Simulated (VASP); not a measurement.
Runs of VASP 6.6.1 on MgS. The structure is that of space group Pm-3m (No. 221), or close to it. The cells are those of the table. 

```csv
level,cell,k mesh,gap on the mesh (eV),pressure (GPa)
PBE,"a = 3.241 Å, 2 atoms",6 × 6 × 6,none,1.7
r2SCAN,"a = 3.263 Å, 2 atoms",8 × 8 × 8,0.13,(b)
r2SCAN,"a = 3.263 Å, 2 atoms",6 × 6 × 6,0.13,-0.6
PBE,"a = 3.207 Å, 2 atoms",6 × 6 × 6,none,(a)
PBE,"a = 3.263 Å, 2 atoms",8 × 8 × 8,none,0.5
PBE,"a = 3.306 Å, 2 atoms",6 × 6 × 6,0.06,-2.2
PBE,"a = 3.338 Å, 2 atoms",6 × 6 × 6,0.10,-3.9
r2SCAN,"a = 3.230 Å, 2 atoms",6 × 6 × 6,0.22,1.9
```

Alike in all rows: task single point; potentials or basis VASP PAW PBE potentials, release 64 (Mg, S); no spin polarisation; cutoff (eV) 520; smearing fermi-dirac 0.02 eV.

Problem. Estimate the missing entries.

Solution. (a) 4.3; (b) -0.4.

Caveats: the PAW data sets were made with another functional, which shifts forces and pressure a little (some runs).

A k mesh can miss the band edges.

A gap of «none» marks levels without a gap at the run's occupations.
